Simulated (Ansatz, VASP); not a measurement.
## Two plane-wave programs on AlN

Contents of POSCAR:

```
AlN
1.0
    0.0000000000      2.1839935596      2.3750929961
    2.1839935596      0.0000000000      2.3750929961
    2.1839935596      2.1839935596      0.0000000000
Al N
1 1
Direct
    0.0000000000      0.0000000000      0.0000000000
    0.7500000000      0.7500000000      0.7500000000
```

Contents of INCAR.step1:

```
ALGO = Normal
EDIFF = 1E-4
ENCUT = 520
GGA = PE
ISMEAR = 0
LASPH = T
LCHARG = F
LREAL = F
LWAVE = T
NBANDS = 11
NELM = 80
PREC = Accurate
SIGMA = 0.05
```

Contents of INCAR.step2:

```
ALGO = Normal
EDIFF = 1E-6
ENCUT = 520
ISIF = 2
ISMEAR = 0
ISTART = 1
LASPH = T
LCHARG = F
LMIXTAU = T
LREAL = F
LWAVE = F
METAGGA = R2SCAN
NBANDS = 11
NELM = 80
PREC = Accurate
SIGMA = 0.05
```

The input KPOINTS:

```
k-points
0
Gamma
  10 10 10
```

Input for Ansatz:

```yaml
crystal:
  lattice:
    - [0.0, 2.1839935596, 2.3750929961]
    - [2.1839935596, 0.0, 2.3750929961]
    - [2.1839935596, 2.1839935596, 0.0]
  atoms:
    - { symbol: Al, position: [0.0, 0.0, 0.0] }
    - { symbol: "N", position: [0.75, 0.75, 0.75] }
basis:
  ecutwfc: 500
kpoints:
  mp_grid: { grid: [10, 10, 10] }
hamiltonian:
  xc: r2scan
scf:
  occupations: { method: gaussian, width: 0.05 }
output:
  forces: true
  stress: true
  eigenvalues: true
```

Change from the starting cell: strain +0.0875 x Voigt [0, 0, 1, 0, 0, 0], atoms carried along.

Alike in both runs: task single point; functional r2SCAN; k mesh 10 × 10 × 10; occupations gaussian, width 0.05 eV; no spin polarisation.

|  | VASP | Ansatz |
| --- | --- | --- |
| version | VASP 6.6.1 | Ansatz 0.2.0 |
| potentials or method | VASP PAW PBE potentials, release 64 (Al, N), cutoff 520 eV | scalar-relativistic, plane waves, PAW |
| valence electrons in the cell | 8 | 8 |

VASP gave:

| Item | Value |
| --- | --- |
| gap on the k mesh at the Fermi level (eV) | 3.60 |
| least direct gap on the mesh (eV) | 3.94 |
| pressure (GPa) | -15.6 |
| traceless stress, the component that is largest in VASP (GPa) | -10.52 |

Task: What did Ansatz give for the same quantities?

Result: gap on the k mesh at the Fermi level (eV): 3.60; least direct gap on the mesh (eV): 3.90; pressure (GPa): -15.2; traceless stress, the component that is largest in VASP (GPa): -10.47.

VASP's potentials were made for PBE, not for r2SCAN. The functional is the same, so the differences come from potentials, cutoffs and numerics.
